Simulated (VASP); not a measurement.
K2ZrO2:

```
CELL_PARAMETERS angstrom
8.00427 0.00000 0.00000
0.00000 8.00427 0.00000
0.00000 0.00000 3.94539
ATOMIC_POSITIONS crystal
K 0.82786 0.32786 0.50000
K 0.67214 0.82786 0.50000
K 0.32786 0.17214 0.50000
K 0.17214 0.67214 0.50000
Zr 0.50000 0.50000 0.00000
Zr 0.00000 0.00000 0.00000
O 0.62042 0.12042 0.00000
O 0.87958 0.62042 0.00000
O 0.37958 0.87958 0.00000
O 0.12042 0.37958 0.00000
```

- Program: VASP 6.6.1
- Task: relaxation of cell and atoms
- Functional: PBE
- Potentials or basis: VASP PAW PBE potentials, release 64 (K_sv, Zr_sv, O)
- Cutoff: 600 eV
- k mesh: 2 × 2 × 4
- Occupations: gaussian, width 0.1 eV
- Spin: no spin polarisation

At the start: pressure -9.3 GPa; volume 25.28 Å³/atom.

Task: Where does the relaxation end?

Result: Over 26 steps the energy falls by 1436.0 meV/atom and the volume is 19.65 Å³/atom (-22.3 %); space group P4/mbm (No. 127, to 0.05 Å).

The path:
```
step  energy change (eV)  largest force (eV/Å)  pressure (GPa)  volume (Å³)
   1              0.0000                2.1893           -9.32       252.77
   2             -4.8525                2.7295           -8.03       202.28
   3             15.4620                3.3847          197.45        88.02
   4             -4.9527                3.5437           -4.52       182.96
   5             -6.5122                3.6063           25.65       130.58
   6             -6.9525                3.9107            8.85       148.17
   7             -9.7496                2.3760           13.92       142.31
   8             -8.9783                0.7419           41.79       130.77
   9            -10.4948                1.2775           21.34       137.81
  10            -12.9641                1.0888            4.35       162.12
  11            -13.3502                1.0447           -0.73       175.09
  12            -13.3866                1.0316           -2.16       179.83
  13            -13.3883                1.0291           -2.41       180.75
  14            -13.6261                0.7748           -1.30       180.64
  15            -13.9946                0.4721            2.72       180.15
  16            -14.0404                0.5090            4.53       179.86
  17            -14.1936                0.4165            2.97       185.03
  18            -14.3314                0.2645           -0.40       196.95
  19            -14.3316                0.2695           -0.25       196.42
  20            -14.3398                0.2226           -0.12       196.15
  21            -14.3538                0.0944            0.33       195.34
  22            -14.3553                0.0654            0.54       195.00
  23            -14.3588                0.0482           -0.13       196.69
  24            -14.3589                0.0498           -0.06       196.54
  25            -14.3596                0.0457           -0.06       196.53
  26            -14.3605                0.0336           -0.01       196.51
```

Final structure:
```yaml
crystal:
  lattice:
    - [6.12273, 0.00000, 0.00000]
    - [0.00000, 6.12273, 0.00000]
    - [0.00000, 0.00000, 5.24184]
  atoms:
    - { symbol: K, position: [0.83517, 0.33517, 0.50000] }
    - { symbol: K, position: [0.66483, 0.83517, 0.50000] }
    - { symbol: K, position: [0.33517, 0.16483, 0.50000] }
    - { symbol: K, position: [0.16483, 0.66483, 0.50000] }
    - { symbol: Zr, position: [0.50000, 0.50000, 0.00000] }
    - { symbol: Zr, position: [0.00000, 0.00000, 0.00000] }
    - { symbol: O, position: [0.73639, 0.23639, 0.00000] }
    - { symbol: O, position: [0.76361, 0.73639, 0.00000] }
    - { symbol: O, position: [0.26361, 0.76361, 0.00000] }
    - { symbol: O, position: [0.23639, 0.26361, 0.00000] }
```

Caveat: the volume moved by over 15 % at a fixed basis, so the end points are rough.
